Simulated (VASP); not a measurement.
# Fe (Pm-3m) in VASP: notebook, part 2 of 2

VASP 6.6.1. Earlier steps stand in the parts before.

### Step 3. Relaxation of cell and atoms, PBE, collinear spin, ferromagnetic start, target pressure 140 GPa, at which the enthalpy is minimised

File INCAR:

```
SYSTEM = Fe
PREC = Accurate
ENCUT = 600
EDIFF = 1E-7
ISMEAR = -1
SIGMA = 0.08
LREAL = .FALSE.
LASPH = .TRUE.
NELM = 150
ALGO = Normal
ISIF = 3
LWAVE = .FALSE.
LCHARG = .FALSE.
ISPIN = 2
MAGMOM = 2.5
LORBIT = 11
LMAXMIX = 4
GGA = PE
IBRION = 2
NSW = 32
EDIFFG = -0.005
PSTRESS = 1400.0
```

File KPOINTS:

```
Automatic mesh
0
G
  18 18 18
  0 0 0
```

File POSCAR:

```
Fe
1.0
    2.0335173811      0.0000000000      0.0000000000
    0.0000000000      2.0335173811      0.0000000000
    0.0000000000      0.0000000000      2.0335173811
Fe
1
Direct
    0.0000000000      0.0000000000      0.0000000000
```

Potentials or basis: VASP PAW PBE potentials, release 64 (Fe).

Started as:

```
$ cat potpaw_PBE.64/Fe/POTCAR > POTCAR
$ mpirun -np 1 vasp_std > vasp.out
```

Run time: 21 s. Hardware: 1 thread of Intel Xeon 6975P-C (Granite Rapids), shared host; peak memory 0.15 GiB.

It converged, with:

```yaml
Free_energy: -6.1144 eV
Relaxed_volume: 8.37 Å³/atom
Relaxed_cell: a = 2.030 Å, b = 2.030 Å, c = 2.030 Å, α = 90.00°, β = 90.00°, γ = 90.00°
Space_group_after_relaxing_to_0.1_Å: Pm-3m (No. 221)
Energy_change_on_relaxing_the_run_minimises_the_enthalpy: +36.5 meV/atom
Ionic_steps: 3
Pressure_after_relaxing: 140.0 GPa
Band_gap_on_the_k_mesh: zero (filled and empty bands overlap)
Net_moment: 0.00 μB per cell
```

Step by step:
```
step  energy change (eV)  largest force (eV/Å)  pressure (GPa)  volume (Å³)
   1              0.0000                0.0000          136.36         8.41
   2              0.2108                0.0000          157.12         8.18
   3              0.0365                0.0000          139.98         8.37
```

Final structure:
```
Fe
1.0
     2.03009    0.00000    0.00000
     0.00000    2.03009    0.00000
     0.00000    0.00000    2.03009
Fe
1
Direct
  0.00000 0.00000 0.00000
```

Levels at points of the mesh, in eV from the Fermi level:
Spin up:
```csv
k point,band 2,band 3,band 4,band 5,band 6,band 7
"(0.00, 0.00, 0.00)",-5.98,-5.98,1.54,1.54,1.54,25.39
"(0.50, 0.00, 0.00)",-4.95,-1.87,-1.09,-1.09,1.78,8.68
"(0.50, 0.50, 0.00)",-3.76,-0.52,-0.52,3.25,7.58,7.58
"(0.50, 0.50, 0.50)",-5.71,-5.71,3.40,3.40,13.12,18.64
```
Spin down:
```tsv
k point	band 2	band 3	band 4	band 5	band 6	band 7
(0.00, 0.00, 0.00)	-5.98	-5.98	1.54	1.54	1.54	25.39
(0.50, 0.00, 0.00)	-4.95	-1.87	-1.09	-1.09	1.78	8.68
(0.50, 0.50, 0.00)	-3.76	-0.52	-0.52	3.25	7.58	7.58
(0.50, 0.50, 0.50)	-5.71	-5.71	3.40	3.40	13.12	18.64
```

Caveat: the cell is relaxed towards a set pressure, so the run minimises the enthalpy, not the energy; the moments typed at the start vanished in this run.

### Step 4. Relaxation of cell and atoms, PBE, collinear spin, ferromagnetic start, target pressure 140 GPa, at which the enthalpy is minimised

This run uses another cell than the first one, of 8.47 Å³/atom.

File INCAR:

```
  ALGO = Normal
  EDIFF = 1E-6
  EDIFFG = -0.005
  ENCUT = 600
  GGA = PE
  IBRION = 2
  ISIF = 3
  ISMEAR = -1
  ISPIN = 2
  LASPH = True
  LCHARG = False
  LMAXMIX = 4
  LORBIT = 11
  LREAL = False
  LWAVE = False
  MAGMOM = 2.5
  NELM = 150
  NSW = 60
  PREC = Accurate
  PSTRESS = 1400.0
  SIGMA = 0.08
```

File KPOINTS:

```
k-points
0
Gamma
  18 18 18
```

File POSCAR:

```
Fe
1.0
    2.0386580202      0.0000000000      0.0000000000
    0.0000000000      2.0386580202      0.0000000000
    0.0000000000      0.0000000000      2.0386580202
Fe
1
Direct
    0.0000000000      0.0000000000      0.0000000000
```

Potentials or basis: VASP PAW PBE potentials, release 64 (Fe).

Started as:

```
$ cat potpaw_PBE.64/Fe/POTCAR > POTCAR
$ mpirun -np 1 vasp_std > vasp.out
```

OUTCAR:

```text
EDIFF = 1E-6
   EDIFFG = -0.005
   ENCUT = 600
   GGA = PE
   IBRION = 2
   ISIF = 3
   ISMEAR = -1
   ISPIN = 2
   LASPH = True
   LORBIT = 11
   LREAL = False
   NELM = 150
   NSW = 60
   PREC = Accurate
   PSTRESS = 1400.0

 ion  position               nearest neighbor table
   1  0.000  0.000  0.000-

  LATTYP: Found a simple cubic cell.
 ALAT       =     2.0386580202

  Lattice vectors:

 A1 = (   2.0386580202,   0.0000000000,   0.0000000000)
 A2 = (   0.0000000000,   2.0386580202,   0.0000000000)
 A3 = (   0.0000000000,   0.0000000000,   2.0386580202)

Analysis of symmetry for initial positions (statically):
=====================================================================
 Subroutine PRICEL returns:
 Original cell was already a primitive cell.

 Routine SETGRP: Setting up the symmetry group for a
 simple cubic supercell.

 Subroutine GETGRP returns: Found 48 space group operations
 (whereof 48 operations were pure point group operations)
 out of a pool of 48 trial point group operations.

The static configuration has the point symmetry O_h .

Analysis of symmetry for dynamics (positions and initial velocities):
=====================================================================
 Subroutine PRICEL returns:
 Original cell was already a primitive cell.

 Routine SETGRP: Setting up the symmetry group for a
[... 176 lines left out ...]
  Total        6.9295133      6.9295133      6.9295133      0.0000000      0.0000000      0.0000000
  in kB     1310.3284670   1310.3284670   1310.3284670      0.0000000      0.0000000      0.0000000
  external PRESSURE =     -89.6715330 kB  Pullay stress =    1400.0000000 kB
[... 26 lines left out ...]
 number of electron       8.0000010 magnetization      -0.0000860

 number of electron       8.0000010 magnetization       0.0000069

 E-fermi :  10.7987     XC(G=0): -15.1900

 val. band max:       10.7947022487   @ k =   0.2778   0.1667   0.0000
 cond. band min:      10.7989274274   @ k =   0.5000   0.3333   0.0000
 fundamental gap:      0.0042251787
 Fermi energy:        10.7987393991

 spin component 1

 k-point     1 :       0.0000    0.0000    0.0000
  band No.  band energies     occupation
      1       0.0920      1.00000
      2       4.3411      1.00000
      3       4.3411      1.00000
      4      12.4623      0.00000
      5      12.4623      0.00000
      6      12.4623      0.00000
      7      37.0734      0.00000
      8      37.0734      0.00000
      9      37.0734      0.00000
[... 645 lines left out ...]
 number of electron       7.9999994 magnetization       0.0000002

 number of electron       7.9999994 magnetization      -0.0000000

 Free energy of the ion-electron system (eV)
  ---------------------------------------------------
  ext. energy  EPLUGINS =         0.00000000
  ---------------------------------------------------
  free energy    TOTEN  =        -6.11428740 eV

  energy without entropy =       -6.08429067  energy(sigma->0) =       -6.09928903

 E-fermi :   9.9456     XC(G=0): -14.8377

 val. band max:        9.9453920629   @ k =   0.4444   0.3333   0.0000
 cond. band min:       9.9456782995   @ k =   0.5000   0.4444   0.2778
 fundamental gap:      0.0002862367
 Fermi energy:         9.9456449795

 spin component 1

 k-point     1 :       0.0000    0.0000    0.0000
  band No.  band energies     occupation
      1      -0.4058      1.00000
      2       3.9662      1.00000
      3       3.9662      1.00000
      4      11.4867      0.00000
      5      11.4867      0.00000
      6      11.4867      0.00000
      7      35.3358      0.00000
      8      35.3358      0.00000
      9      35.3358      0.00000
[... 600 lines left out ...]
  energy  without entropy=       -6.0842906652  energy(sigma->0) =       -6.09928903

  enthalpy is  TOTEN    =         1.1964004593 eV   P V=        7.3106878560

 reached required accuracy - stopping structural energy minimisation

 total charge

# of ion       s       p       d       tot
------------------------------------------
    1        0.676   0.762   6.902   8.339

 magnetization (x)

# of ion       s       p       d       tot
------------------------------------------
    1       -0.000  -0.000   0.000   0.000
```

Wall time 22 s (1 thread of Intel Xeon 6975P-C (Granite Rapids), shared host); peak memory 0.15 GiB.

Results:

```yaml
Free_energy: -6.1143 eV
Relaxed_volume: 8.37 Å³/atom
Relaxed_cell: a = 2.030 Å, b = 2.030 Å, c = 2.030 Å, α = 90.00°, β = 90.00°, γ = 90.00°
Space_group_after_relaxing_to_0.1_Å: Pm-3m (No. 221)
Energy_change_on_relaxing_the_run_minimises_the_enthalpy: +90.0 meV/atom
Ionic_steps: 4
Pressure_after_relaxing: 140.1 GPa
Band_gap_on_the_k_mesh: zero (filled and empty bands overlap)
Net_moment: 0.00 μB per cell
```

Step by step:
| step | energy change (eV) | largest force (eV/Å) | pressure (GPa) | volume (Å³) |
| --- | --- | --- | --- | --- |
| 1 | 0.0000 | 0.0000 | 131.03 | 8.47 |
| 2 | 0.5561 | 0.0000 | 185.30 | 7.90 |
| 3 | 0.0877 | 0.0000 | 139.76 | 8.37 |
| 4 | 0.0900 | 0.0000 | 140.08 | 8.37 |

Final structure:
```cif
data_structure
_symmetry_space_group_name_H-M 'P 1'
_symmetry_Int_Tables_number 1
_cell_length_a 2.0301
_cell_length_b 2.0301
_cell_length_c 2.0301
_cell_angle_alpha 90.000
_cell_angle_beta 90.000
_cell_angle_gamma 90.000
_cell_volume 8.37
loop_
_atom_site_label
_atom_site_type_symbol
_atom_site_fract_x
_atom_site_fract_y
_atom_site_fract_z
_atom_site_occupancy
Fe1 Fe 0.00000 0.00000 0.00000 1
```

Caveat: the cell is relaxed towards a set pressure, so the run minimises the enthalpy, not the energy; the moments typed at the start vanished in this run.
